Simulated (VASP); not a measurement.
# TiAl (Amm2) in VASP: single point with r2SCAN

Aim: the single point of TiAl with r2SCAN.

Everything below comes from runs of VASP 6.6.1. Logs are shortened: lines on timing, memory, paths and dates and some standing lists are left out, and cuts for length are marked.

### 1 The cell of the first run

It takes space group Amm2 (No. 38, orthorhombic). Conventional cell: a = 4.678 Å, b = 2.867 Å, c = 4.966 Å, α = 90.00°, β = 90.00°, γ = 90.00°. Within 3.7 Å of Ti (site symmetry mm2) lie 6 Al at 2.84 to 2.92 Å and 6 Ti at 2.87 Å. Within 3.7 Å of Al (site symmetry mm2) lie 6 Ti at 2.84 to 2.92 Å and 6 Al at 2.87 Å.

### 2 Single point, r2SCAN (atom 1 (Ti) moved by (+0.000, -0.100) A along x and y)

POSCAR

```
TiAl
1.0
    2.8672622327      0.0000000000      0.0000000000
   -1.4336311163      2.4831219328      0.0000000000
    0.0000000000      0.0000000000      4.6780830000
Ti Al
1 1
Direct
   -0.0201359423     -0.0402718846      0.0000000000
    0.3333333333      0.6666666667      0.5000000000
```

INCAR.step1

```
SYSTEM = TiAl
  PREC = Accurate
  ENCUT = 520
  ISMEAR = 0
  SIGMA = 0.15
  LREAL = .False.
  LASPH = .True.
  NELM = 80
  NBANDS = 14
  GGA = PE
  ALGO = Normal
  EDIFF = 1E-4
  LWAVE = .True.
  LCHARG = .False.
```

INCAR.step2

```
SYSTEM = TiAl
  PREC = Accurate
  ENCUT = 520
  EDIFF = 1E-7
  ISMEAR = 0
  SIGMA = 0.15
  LREAL = .False.
  LASPH = .True.
  NELM = 80
  ALGO = Normal
  ISIF = 2
  LWAVE = .False.
  LCHARG = .True.
  METAGGA = R2SCAN
  LMIXTAU = .True.
  LELF = .True.
  LVHAR = .True.
  NBANDS = 14
  ISTART = 1
```

KPOINTS

```
regular mesh
0
Gamma
  18 18 10
  0 0 0
```

Potentials or basis: VASP PAW PBE potentials, release 64 (Ti_sv, Al).

The run is started by

```sh
cat potpaw_PBE.64/Ti_sv/POTCAR potpaw_PBE.64/Al/POTCAR > POTCAR
cp INCAR.step1 INCAR
mpirun -np 1 vasp_std > vasp.out
cp INCAR.step2 INCAR
mpirun -np 1 vasp_std > vasp.out
```

OUTCAR:

```text
SYSTEM = TiAl
   PREC = Accurate
   ENCUT = 520
   EDIFF = 1E-7
   ISMEAR = 0
   LREAL = .False.
   LASPH = .True.
   NELM = 80
   ISIF = 2
   METAGGA = R2SCAN
   ISTART = 1

 ion  position               nearest neighbor table
   1  0.980  0.960  0.000-   2 2.84   2 2.84   2 2.84   2 2.84   2 2.92   2 2.92
   2  0.333  0.667  0.500-   1 2.84   1 2.84   1 2.84   1 2.84   1 2.92   1 2.92

  LATTYP: Found a hexagonal cell.
 ALAT       =     2.8672622327
 C/A-ratio  =     1.6315504549

  Lattice vectors:

 A1 = (   2.8672622327,   0.0000000000,   0.0000000000)
 A2 = (  -1.4336311163,   2.4831219328,   0.0000000000)
 A3 = (   0.0000000000,   0.0000000000,   4.6780830000)

Analysis of symmetry for initial positions (statically):
=====================================================================
 Subroutine PRICEL returns:
 Original cell was already a primitive cell.

 Routine SETGRP: Setting up the symmetry group for a
 hexagonal supercell.

 Subroutine GETGRP returns: Found  4 space group operations
 (whereof  4 operations were pure point group operations)
 out of a pool of 24 trial point group operations.

The static configuration has the point symmetry C_2v.

Analysis of symmetry for dynamics (positions and initial velocities):
=====================================================================
 Subroutine PRICEL returns:
 Original cell was already a primitive cell.

 Routine SETGRP: Setting up the symmetry group for a
 hexagonal supercell.

 Subroutine GETGRP returns: Found  4 space group operations
 (whereof  4 operations were pure point group operations)
 out of a pool of 24 trial point group operations.

The dynamic configuration has the point symmetry C_2v.

 Subroutine INISYM returns: Found  4 space group operations
 (whereof  4 operations are pure point group operations),
 and found     1 'primitive' translations

----------------------------------------------------------------------------------------

                                     Primitive cell

  volume of cell :      33.3068

  direct lattice vectors                    reciprocal lattice vectors
     2.867262233  0.000000000  0.000000000     0.348764751  0.201359423  0.000000000
    -1.433631116  2.483121933  0.000000000     0.000000000  0.402718846  0.000000000
     0.000000000  0.000000000  4.678083000     0.000000000  0.000000000  0.213762774

  length of vectors
     2.867262233  2.867262233  4.678083000     0.402718846  0.402718846  0.213762774

  position of ions in fractional coordinates (direct lattice)
     0.979864058  0.959728115  0.000000000
     0.333333333  0.666666667  0.500000000

[... 90 lines left out ...]
   EFERMI =   0.00;   METHOD = LEGACY
   ISMEAR =     0;   SIGMA  =   0.15  broadening in eV -4-tet -1-fermi 0-gaus
   EFERMI_NEDOS =   21; number of points for ismear=-14 and -15
   IALGO  =     38    algorithm
   IMIX   =      4    mixing-type and parameters
     AMIX     =   0.40;   BMIX     =  1.00
     AMIX_MAG =   1.60;   BMIX_MAG =  1.00
  volume/ion in A,a.u.               =      16.65       112.38
  Fermi-wavevector in a.u.,A,eV,Ry     =   1.254857  2.371335 21.424622  1.574665
  Thomas-Fermi vector in A             =   2.388641
   LORBIT       =      0    0 simple, 1 ext, 2 COOP (PROOUT), +10 PAW based schemes
   METAGGA = R2SCAN    functional components
   LHFCALC =     F    Hartree Fock is set to
   AEXX    =    0.0000 exact exchange contribution
   IVDW    =     0    specifies the selected vdW correction
   LEPSILON=     F    determine dielectric tensor
   LRPA    =     F    only Hartree local field effects (RPA)
 non-spin polarized calculation
 Gauss-broadening in eV      SIGMA  =   0.15
  energy-cutoff  :      520.00
  volume of cell :       33.31
 maximum number of plane-waves:       917
 NGX is ok and might be reduce to    24
   NGX = 11   NGY = 11   NGZ = 17

 number of electron      15.0000001 magnetization

 Free energy of the ion-electron system (eV)
  ---------------------------------------------------
  ext. energy  EPLUGINS =         0.00000000
  ---------------------------------------------------
  free energy    TOTEN  =       -20.23742739 eV

  energy without entropy =      -20.21208120  energy(sigma->0) =      -20.22475430

 E-fermi :   7.8381     XC(G=0): -11.7470

 val. band max:        7.8379072302   @ k =   0.3333   0.3333   0.3000
 cond. band min:       7.8385107232   @ k =   0.1667   0.1667   0.1000
 fundamental gap:      0.0006034930
 Fermi energy:         7.8380848331

 k-point     1 :       0.0000    0.0000    0.0000
  band No.  band energies     occupation
      1     -51.0193      2.00000
      2     -26.2954      2.00000
      3     -25.8668      2.00000
      4     -25.8607      2.00000
      5      -1.6151      2.00000
      6       5.4074      2.00000
      7       5.7484      2.00000
      8       9.2667      0.00000
      9       9.2798      0.00000
     10      10.8744      0.00000
     11      10.9355      0.00000
     12      12.0457      0.00000
     13      21.5036      0.00000
     14      21.5293      0.00000
[... 377 lines left out ...]
      1     -50.9995      2.00000
      2     -26.2758      2.00000
      3     -25.9825      2.00000
      4     -25.8957      2.00000
      5      -1.0498      2.00000
      6       5.8446      2.00000
      7       5.9796      2.00000
      8       8.7730      0.00000
      9       9.7156      0.00000
     10      10.7701      0.00000
     11      11.0071      0.00000
     12      12.1767      0.00000
     13      17.2131      0.00000
     14      18.3846      0.00000

 [... further k-points ...]

------------------------ aborting loop because EDIFF is reached ----------------------------------------

  FORCE on cell =-STRESS in cart. coord.  units (eV):
  Direction    XX          YY          ZZ          XY          YZ          ZX
  --------------------------------------------------------------------------------------
  -------------------------------------------------------------------------------------
  Total        0.2665931     -0.4352112     -0.4042260     -0.0000000      0.0000000      0.0000000
  in kB       12.8240746    -20.9352081    -19.4447099     -0.0000000      0.0000000      0.0000000
  external PRESSURE =      -9.1852811 kB  Pullay stress =       0.0000000 kB

 VOLUME and BASIS-vectors are now :
 -----------------------------------------------------------------------------
  energy-cutoff  :      520.00
  volume of cell :       33.31
      direct lattice vectors                 reciprocal lattice vectors
     2.867262233  0.000000000  0.000000000     0.348764751  0.201359423  0.000000000
    -1.433631116  2.483121933  0.000000000     0.000000000  0.402718846  0.000000000
     0.000000000  0.000000000  4.678083000     0.000000000  0.000000000  0.213762774

 POSITION                                       TOTAL-FORCE (eV/Angst)
 -----------------------------------------------------------------------------------
      1.43363      2.38312      0.00000         0.000000      0.183772      0.000000
     -0.00000      1.65541      2.33904        -0.000000     -0.183772      0.000000
 -----------------------------------------------------------------------------------
    total drift:                               -0.000001      0.000064     -0.000000

  FREE ENERGIE OF THE ION-ELECTRON SYSTEM (eV)
  ---------------------------------------------------
  free  energy   TOTEN  =       -20.2374273930 eV

  energy  without entropy=      -20.2120812024  energy(sigma->0) =      -20.22475430
```

OSZICAR.step1:

```text
N       E                     dE             d eps       ncg     rms          rms(c)
DAV:   1     0.979320874990E+02    0.97932E+02   -0.67920E+03 15294   0.110E+03
DAV:   2    -0.719256953460E+01   -0.10512E+03   -0.10085E+03 15714   0.305E+02
DAV:   3    -0.134247762687E+02   -0.62322E+01   -0.60897E+01 24188   0.670E+01
DAV:   4    -0.135994010771E+02   -0.17462E+00   -0.17433E+00 16916   0.103E+01
DAV:   5    -0.136066358841E+02   -0.72348E-02   -0.72341E-02 23268   0.196E+00    0.918E+00
DAV:   6    -0.123981751322E+02    0.12085E+01   -0.61136E+00 17380   0.300E+01    0.381E+00
DAV:   7    -0.121141330388E+02    0.28404E+00   -0.78318E-01 16800   0.101E+01    0.199E+00
DAV:   8    -0.120927551039E+02    0.21378E-01   -0.17343E-01 17340   0.478E+00    0.847E-01
DAV:   9    -0.120911214732E+02    0.16336E-02   -0.56188E-02 16646   0.334E+00    0.455E-01
DAV:  10    -0.120877918766E+02    0.33296E-02   -0.91278E-03 16908   0.123E+00    0.580E-02
DAV:  11    -0.120878673153E+02   -0.75439E-04   -0.81155E-04 20952   0.269E-01
   1 F= -.12087867E+02 E0= -.12073978E+02  d E =-.277785E-01
```

It took 43 min on 1 thread of Oxide Virtual Turin-like, shared host; peak memory 0.34 GiB.

Results:

```yaml
Free_energy: -20.2374 eV
Pressure: -0.9 GPa
Largest_force: 0.184 eV/Å
Band_gap_on_the_k_mesh: zero (an odd number of electrons rules out a gap without spin polarisation)
```

Forces on the atoms (eV/Å):
```
Ti   0.000  0.184  0.000
Al   0.000 -0.184  0.000
```

Caveat: the cell differs from its parent crystal (atom 1 (Ti) moved by (+0.000, -0.100) A along x and y); the PAW data sets were made with another functional, which shifts forces and pressure a little.
